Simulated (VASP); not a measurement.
# AlCo (WC type) (P-6m2) in VASP: a series of runs

Runs on AlCo (WC type). Level: PBE. Tasks: single point.

Everything below comes from runs of VASP 6.6.1. Logs are shortened: lines on timing, memory, paths and dates and some standing lists are left out, and cuts for length are marked.

## 1. The cell of the first run

It takes space group P-6m2 (No. 187, hexagonal). The conventional cell has a = 2.669 Å, b = 2.669 Å, c = 3.744 Å, α = 90.00°, β = 90.00°, γ = 120.00°. Within 3.2 Å of Co (site symmetry -6m2) lie 6 Al at 2.42 Å and 6 Co at 2.67 Å. Within 3.2 Å of Al (site symmetry -6m2) lie 6 Co at 2.42 Å and 6 Al at 2.67 Å.

## 2. Single point, PBE

The input, INCAR:

```
ALGO = Normal ; EDIFF = 1E-7
ENCUT = 520 ; GGA = PE
ISIF = 2 ; ISMEAR = -1
LASPH = True ; LCHARG = False
LREAL = False ; LWAVE = False
NBANDS = 13 ; NELM = 80
PREC = Accurate ; SIGMA = 0.1
```

The input, KPOINTS:

```
k-points
0
Gamma
  14 14 13
```

The input, POSCAR:

```
AlCo
1.0
    2.6687871179      0.0000000000      0.0000000000
   -1.3343935590      2.3112374414      0.0000000000
    0.0000000000      0.0000000000      3.7435960255
Co Al
1 1
Direct
    0.0000000000      0.0000000000      0.0000000000
    0.3333333333      0.6666666667      0.5000000000
```

Potentials or basis: VASP PAW PBE potentials, release 64 (Co, Al).

On the command line:

```
$ cat potpaw_PBE.64/Co/POTCAR potpaw_PBE.64/Al/POTCAR > POTCAR
$ mpirun -np 1 vasp_std > vasp.out
```

OUTCAR:

```text
EDIFF = 1E-7
   ENCUT = 520
   GGA = PE
   ISIF = 2
   ISMEAR = -1
   LASPH = True
   LREAL = False
   NELM = 80
   PREC = Accurate

 ion  position               nearest neighbor table
   1  0.000  0.000  0.000-   2 2.42   2 2.42   2 2.42   2 2.42   2 2.42   2 2.42
   2  0.333  0.667  0.500-   1 2.42   1 2.42   1 2.42   1 2.42   1 2.42   1 2.42

  LATTYP: Found a hexagonal cell.
 ALAT       =     2.6687871179
 C/A-ratio  =     1.4027330994

  Lattice vectors:

 A1 = (   2.6687871179,   0.0000000000,   0.0000000000)
 A2 = (  -1.3343935590,   2.3112374414,   0.0000000000)
 A3 = (   0.0000000000,   0.0000000000,   3.7435960255)

Analysis of symmetry for initial positions (statically):
=====================================================================
 Subroutine PRICEL returns:
 Original cell was already a primitive cell.

 Routine SETGRP: Setting up the symmetry group for a
 hexagonal supercell.

 Subroutine GETGRP returns: Found 12 space group operations
 (whereof 12 operations were pure point group operations)
 out of a pool of 24 trial point group operations.

The static configuration has the point symmetry D_3h.

Analysis of symmetry for dynamics (positions and initial velocities):
=====================================================================
 Subroutine PRICEL returns:
 Original cell was already a primitive cell.

 Routine SETGRP: Setting up the symmetry group for a
 hexagonal supercell.

 Subroutine GETGRP returns: Found 12 space group operations
 (whereof 12 operations were pure point group operations)
 out of a pool of 24 trial point group operations.

The dynamic configuration has the point symmetry D_3h.

 Subroutine INISYM returns: Found 12 space group operations
 (whereof 12 operations are pure point group operations),
 and found     1 'primitive' translations

----------------------------------------------------------------------------------------

                                     Primitive cell

  volume of cell :      23.0913

  direct lattice vectors                    reciprocal lattice vectors
     2.668787118  0.000000000  0.000000000     0.374702048  0.216334329  0.000000000
    -1.334393559  2.311237441  0.000000000     0.000000000  0.432668657  0.000000000
     0.000000000  0.000000000  3.743596026     0.000000000  0.000000000  0.267122839

  length of vectors
     2.668787118  2.668787118  3.743596026     0.432668657  0.432668657  0.267122839

  position of ions in fractional coordinates (direct lattice)
     0.000000000  0.000000000  0.000000000
     0.333333333  0.666666667  0.500000000

  ion indices of the primitive-cell ions
   primitive index   ion index
                 1           1
                 2           2

----------------------------------------------------------------------------------------

 KPOINTS: k-points

Automatic generation of k-mesh.
 Grid dimensions read from file:
 generate k-points for:   14   14   13

 Generating k-lattice:

  Cartesian coordinates                     Fractional coordinates (reciprocal lattice)
     0.026764432  0.015452452  0.000000000     0.071428571  0.000000000  0.000000000
     0.000000000  0.030904904  0.000000000     0.000000000  0.071428571  0.000000000
     0.000000000  0.000000000  0.020547911     0.000000000  0.000000000  0.076923077

  Length of vectors
     0.030904904  0.030904904  0.020547911

  Shift w.r.t. Gamma in fractional coordinates (k-lattice)
     0.000000000  0.000000000  0.000000000

 Subroutine IBZKPT returns following result:
 ===========================================

 Found    168 irreducible k-points:

 Following reciprocal coordinates:
            Coordinates               Weight
  0.000000  0.000000  0.000000      1.000000
  0.071429  0.000000  0.000000      6.000000
  0.142857  0.000000  0.000000      6.000000
  0.214286  0.000000  0.000000      6.000000
  0.285714  0.000000  0.000000      6.000000
  0.357143  0.000000  0.000000      6.000000
[... 16 lines left out ...]
  0.285714  0.285714  0.000000      6.000000
  0.357143  0.285714  0.000000      6.000000
 [... further k-points ...]
   k-points           NKPTS =    168   k-points in BZ     NKDIM =    168   number of bands    NBANDS=     13
   number of dos      NEDOS =    301   number of ions     NIONS =      2
   total plane-waves  NPLWV =  11200
   dimension x,y,z NGX =    20 NGY =   20 NGZ =   28
   dimension x,y,z NGXF=    40 NGYF=   40 NGZF=   56
   ions per type =               1   1
   NGX,Y,Z   is equivalent  to a cutoff of  12.46, 12.46, 12.43 a.u.
   NGXF,Y,Z  is equivalent  to a cutoff of  24.92, 24.92, 24.87 a.u.
 SYSTEM =  unknown system
   PREC   = accura    normal or accurate (medium, high low for compatibility)
   ISTART =      0    job   : 0-new  1-cont  2-samecut
   ICHARG =      2    charge: 1-file 2-atom 10-const
   ISPIN  =      1    spin polarized calculation?
   LNONCOLLINEAR =      F non collinear calculations
   LSORBIT =      F    spin-orbit coupling
   LASPH  =      T    aspherical Exc in radial PAW
   ENCUT  =  520.0 eV  38.22 Ry    6.18 a.u.   4.96  4.96  6.96*2*pi/ulx,y,z
   NELM   =     80;   NELMIN=  2; NELMDL= -5     # of ELM steps
   EDIFF  = 0.1E-06   stopping-criterion for ELM
   LREAL  =      F    real-space projection
   EDIFFG = 0.1E-05   stopping-criterion for IOM
   NSW    =      0    number of steps for IOM
   IBRION =     -1    ionic relax: 0-MD 1-quasi-New 2-CG
   NFREE  =      0    steps in history (QN), initial steepest desc. (CG)
   ISIF   =      2    stress and relaxation
   ISYM   =      2    0-nonsym 1-usesym 2-fastsym
   POTIM  = 0.5000    time-step for ionic-motion
   TEBEG  =    0.0;   TEEND  =   0.0 temperature during run
   PSTRESS=    0.0 pullay stress
   NELECT =      12.0000    total number of electrons
   NUPDOWN=      -1.0000    fix difference up-down
   EMIN   =  10.00;   EMAX   =-10.00  energy-range for DOS
   EFERMI =   0.00;   METHOD = LEGACY
   ISMEAR =    -1;   SIGMA  =   0.10  broadening in eV -4-tet -1-fermi 0-gaus
   EFERMI_NEDOS =   21; number of points for ismear=-14 and -15
   IALGO  =     38    algorithm
   IMIX   =      4    mixing-type and parameters
     AMIX     =   0.40;   BMIX     =  1.00
     AMIX_MAG =   1.60;   BMIX_MAG =  1.00
  volume/ion in A,a.u.               =      11.55        77.91
  Fermi-wavevector in a.u.,A,eV,Ry     =   1.316193  2.487243 23.570226  1.732363
  Thomas-Fermi vector in A             =   2.446322
   LORBIT       =      0    0 simple, 1 ext, 2 COOP (PROOUT), +10 PAW based schemes
   GGA     = PE    functional components
   LHFCALC =     F    Hartree Fock is set to
   AEXX    =    0.0000 exact exchange contribution
   IVDW    =     0    specifies the selected vdW correction
   LEPSILON=     F    determine dielectric tensor
   LRPA    =     F    only Hartree local field effects (RPA)
 non-spin polarized calculation
  energy-cutoff  :      520.00
  volume of cell :       23.09
 maximum number of plane-waves:       638
 NGX is ok and might be reduce to    20
   NGX =  9   NGY =  9   NGZ = 13

 number of electron      12.0000000 magnetization

 Free energy of the ion-electron system (eV)
  ---------------------------------------------------
  ext. energy  EPLUGINS =         0.00000000
  ---------------------------------------------------
  free energy    TOTEN  =       -11.41892182 eV

  energy without entropy =      -11.35926082  energy(sigma->0) =      -11.38909132

 E-fermi :  10.4199     XC(G=0): -12.2745

 val. band max:       10.4167592528   @ k =   0.3571   0.0714   0.2308
 cond. band min:      10.4236756666   @ k =   0.1429   0.0000   0.1538
 fundamental gap:      0.0069164138
 Fermi energy:        10.4199058281

 k-point     1 :       0.0000    0.0000    0.0000
  band No.  band energies     occupation
      1      -0.6591      2.00000
      2       6.9790      2.00000
      3       9.0036      2.00000
      4       9.0036      2.00000
      5       9.1866      1.99999
      6       9.8650      1.99225
      7       9.8650      1.99225
      8      14.4159      0.00000
      9      24.1137      0.00000
     10      24.1137      0.00000
     11      26.3414      0.00000
     12      26.3414      0.00000
     13      27.5103      0.00000

 k-point     2 :       0.0714    0.0000    0.0000
  band No.  band energies     occupation
      1      -0.5154      2.00000
      2       7.0657      2.00000
      3       8.8640      2.00000
      4       8.9394      2.00000
      5       9.0692      2.00000
      6       9.8454      1.99362
      7      10.2989      1.54065
      8      14.4576      0.00000
      9      22.4372      0.00000
     10      23.3456      0.00000
     11      25.7072      0.00000
     12      27.3085      0.00000
     13      29.0028      0.00000

 k-point     3 :       0.1429    0.0000    0.0000
  band No.  band energies     occupation
      1      -0.0874      2.00000
      2       7.2992      2.00000
      3       8.4358      2.00000
      4       8.7688      2.00000
      5       9.2579      1.99998
      6       9.7907      1.99630
      7      11.0590      0.00335
      8      14.5814      0.00000
      9      19.7925      0.00000
     10      22.1626      0.00000
     11      24.7875      0.00000
     12      28.1549      0.00000
     13      29.0785      0.00000

 k-point     4 :       0.2143    0.0000    0.0000
  band No.  band energies     occupation
      1       0.6138      2.00000
      2       7.5828      2.00000
      3       8.0837      2.00000
      4       8.5594      2.00000
      5       9.5448      1.99968
      6       9.7124      1.99831
      7      11.9570      0.00000
      8      14.7467      0.00000
      9      17.3173      0.00000
     10      21.0767      0.00000
     11      23.8831      0.00000
     12      25.8445      0.00000
     13      30.0556      0.00000

 k-point     5 :       0.2857    0.0000    0.0000
  band No.  band energies     occupation
      1       1.5684      2.00000
      2       7.7132      2.00000
      3       7.8193      2.00000
      4       8.4136      2.00000
      5       9.6264      1.99928
      6       9.8863      1.99042
      7      12.9663      0.00000
      8      14.3419      0.00000
      9      15.8870      0.00000
     10      20.1639      0.00000
     11      23.0609      0.00000
     12      23.6537      0.00000
     13      28.0137      0.00000
[... 257 lines left out ...]
 k-point    22 :       0.3571    0.2143    0.0000
  band No.  band energies     occupation
      1       5.4384      2.00000
      2       6.9552      2.00000
      3       7.7188      2.00000
      4       7.8366      2.00000
      5       8.8423      2.00000
      6      10.6447      0.19098
      7      11.9573      0.00000
      8      13.6517      0.00000
      9      16.8063      0.00000
     10      19.1585      0.00000
     11      20.0131      0.00000
     12      22.4174      0.00000
     13      22.9837      0.00000

 k-point    23 :       0.2857    0.2857    0.0000
  band No.  band energies     occupation
      1       5.4054      2.00000
      2       7.3369      2.00000
      3       7.6145      2.00000
      4       7.9532      2.00000
      5       8.6790      2.00000
      6      10.7036      0.11074
      7      12.2431      0.00000
      8      12.7460      0.00000
      9      16.9772      0.00000
     10      19.3013      0.00000
     11      20.6989      0.00000
     12      21.8096      0.00000
     13      23.0687      0.00000

 k-point    24 :       0.3571    0.2857    0.0000
  band No.  band energies     occupation
      1       6.2986      2.00000
      2       6.9252      2.00000
      3       7.3803      2.00000
      4       8.0761      2.00000
      5       8.5008      2.00000
      6      10.7800      0.05315
      7      11.9465      0.00000
      8      12.4513      0.00000
      9      17.8006      0.00000
     10      19.9397      0.00000
     11      20.1486      0.00000
     12      21.4356      0.00000
     13      22.1888      0.00000

 [... further k-points ...]
[... 5 lines left out ...]
  --------------------------------------------------------------------------------------
  -------------------------------------------------------------------------------------
  Total        1.4665307      1.4665307      1.3874167     -0.0000000      0.0000000      0.0000000
  in kB      101.7546486    101.7546486     96.2653555     -0.0000000      0.0000000      0.0000000
  external PRESSURE =      99.9248843 kB  Pullay stress =       0.0000000 kB

 VOLUME and BASIS-vectors are now :
 -----------------------------------------------------------------------------
  energy-cutoff  :      520.00
  volume of cell :       23.09
      direct lattice vectors                 reciprocal lattice vectors
     2.668787118  0.000000000  0.000000000     0.374702048  0.216334329  0.000000000
    -1.334393559  2.311237441  0.000000000     0.000000000  0.432668657  0.000000000
     0.000000000  0.000000000  3.743596026     0.000000000  0.000000000  0.267122839

 POSITION                                       TOTAL-FORCE (eV/Angst)
 -----------------------------------------------------------------------------------
      0.00000      0.00000      0.00000         0.000000      0.000000      0.000000
     -0.00000      1.54082      1.87180        -0.000000      0.000000      0.000000
 -----------------------------------------------------------------------------------
    total drift:                                0.000000     -0.000000      0.000000

  FREE ENERGIE OF THE ION-ELECTRON SYSTEM (eV)
  ---------------------------------------------------
  free  energy   TOTEN  =       -11.4189218206 eV

  energy  without entropy=      -11.3592608226  energy(sigma->0) =      -11.38909132
```

Run time: 57 s. Hardware: 1 thread of Intel Xeon Platinum 8259CL at 2.50GHz (Skylake/Cascade Lake), shared host; peak memory 0.17 GiB.

Results:

```yaml
Free_energy: -11.4189 eV
Pressure: 10.0 GPa
Band_gap_on_the_k_mesh: zero (band 6 reaches 11.24 eV, above the bottom of band 7 at 9.58 eV)
```

Spin polarisation is off, so any magnetic state and its effect on volume and gap are missing.

## 3. Single point, PBE

The input, INCAR:

```
ALGO = Normal
EDIFF = 1E-6
ENCUT = 600
GGA = PE
GGA_COMPAT = F
ISIF = 2
ISMEAR = -1
LASPH = T
LCHARG = T
LELF = T
LREAL = F
LVHAR = T
LWAVE = F
NBANDS = 17
NELM = 120
PREC = Accurate
SIGMA = 0.1
```

KPOINTS is that of step 2.

The input, POSCAR:

```
AlCo
1.0
    2.6697088464      0.0000000000      0.0000000000
   -1.3348544232      2.3120356817      0.0000000000
    0.0000000000      0.0000000000      3.7430670722
Co Al
1 1
Direct
    0.0000000000      0.0000000000      0.0000000000
    0.3333333333      0.6666666667      0.5000000000
```

Potentials or basis: VASP PAW PBE potentials, release 64 (Co_sv, Al).

On the command line:

```
$ cat potpaw_PBE.64/Co_sv/POTCAR potpaw_PBE.64/Al/POTCAR > POTCAR
$ mpirun -np 1 vasp_std > vasp.out
```

Wall time 31 s (1 thread of Intel Xeon 6975P-C (Granite Rapids), shared host); peak memory 0.2 GiB.

The run converged. Its results:

```yaml
Free_energy: -11.4867 eV
Pressure: 8.3 GPa
Band_gap_on_the_k_mesh: zero (band 10 reaches 12.06 eV, above the bottom of band 11 at 10.40 eV)
```

Levels at points of the mesh, in eV from the Fermi level:
```
           k point  band 6  band 7  band 8  band 9  band 10  band 11  band 12  band 13  band 14  band 15
(0.00, 0.00, 0.00)   -3.47   -1.42   -1.42   -1.26    -0.55    -0.55     3.99    13.66    13.66    15.89
(0.50, 0.00, 0.00)   -4.12   -2.94   -2.73   -0.94     0.15     1.46     5.18     6.73     8.39     8.98
```

Spin polarisation is off, so any magnetic state and its effect on volume and gap are missing.
